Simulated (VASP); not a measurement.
A run of VASP 6.6.1:

File INCAR:

```
  PREC = Accurate
  ENCUT = 520
  EDIFF = 1E-6
  ISMEAR = 0
  SIGMA = 0.15
  LREAL = False
  LASPH = True
  NELM = 80
  ALGO = Fast
  ISIF = 2
  LWAVE = False
  LCHARG = False
  GGA = PS
  NBANDS = 16
```

The input KPOINTS:

```
Automatic mesh
0
Gamma
  16 16 16
```

POSCAR

```
AlRu
1.0
    2.9916000000      0.0000000000      0.0000000000
    0.0000000000      2.9916000000      0.0000000000
    0.0000000000      0.0000000000      2.9616840000
Al Ru
1 1
Direct
    0.0000000000      0.0000000000      0.0000000000
    0.5000000000      0.5000000000      0.5000000000
```

Potentials or basis: VASP PAW PBE potentials, release 64 (Al, Ru_pv).

Run with:

```sh
$ cat potpaw_PBE.64/Al/POTCAR potpaw_PBE.64/Ru_pv/POTCAR > POTCAR
$ mpirun -np 1 vasp_std > vasp.out
```

Hardware: 1 thread of Intel(R) Xeon(R) 6975P-C (Granite Rapids) (shared host).

Question: Estimate the wall time of this run.

Answer: It took 39 s on 1 thread of Intel(R) Xeon(R) 6975P-C (Granite Rapids), on a shared host, peak memory 0.27 GiB. Counts: scf iterations 13, k points 405.
